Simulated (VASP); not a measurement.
**BAs: single point with PBE exchange alone**

Crystal: BAs.

```
As B
1.0
     0.00000    2.41993    2.41993
     2.41993    0.00000    2.41993
     2.41993    2.41993    0.00000
As B
1 1
Direct
  0.75000 0.75000 0.75000
  0.00000 0.00000 0.00000
```

```yaml
Program: VASP 6.6.1
Task: single point
Functional: PBE exchange alone
Potentials_or_basis: VASP PAW PBE potentials, release 64 (As, B)
Cutoff: 520 eV
k_mesh: 10 × 10 × 10
Occupations: fermi-dirac, width 0.05 eV
Spin: no spin polarisation
```

```yaml
Pressure: 12.0 GPa
Band_gap_on_the_k_mesh: 1.44 eV, indirect (least direct gap 3.30 eV)
```

Levels at points of the mesh, in eV from the valence-band top:
```tsv
k point	band 1	band 2	band 3	band 4	band 5	band 6	band 7	band 8	band 9
(0.00, 0.00, 0.00)	-14.97	0.00	0.00	0.00	3.30	3.30	3.30	4.21	9.86
(0.50, 0.00, 0.00)	-12.28	-8.38	-1.74	-1.74	2.57	4.85	4.85	9.05	12.70
(0.50, 0.50, 0.00)	-11.04	-8.23	-3.86	-3.86	1.71	1.73	10.97	10.97	12.60
```

Run time: 40 s on 1 thread of AMD EPYC 7R13, on a shared host, peak memory 0.13 GiB.

A k mesh can miss the band edges.
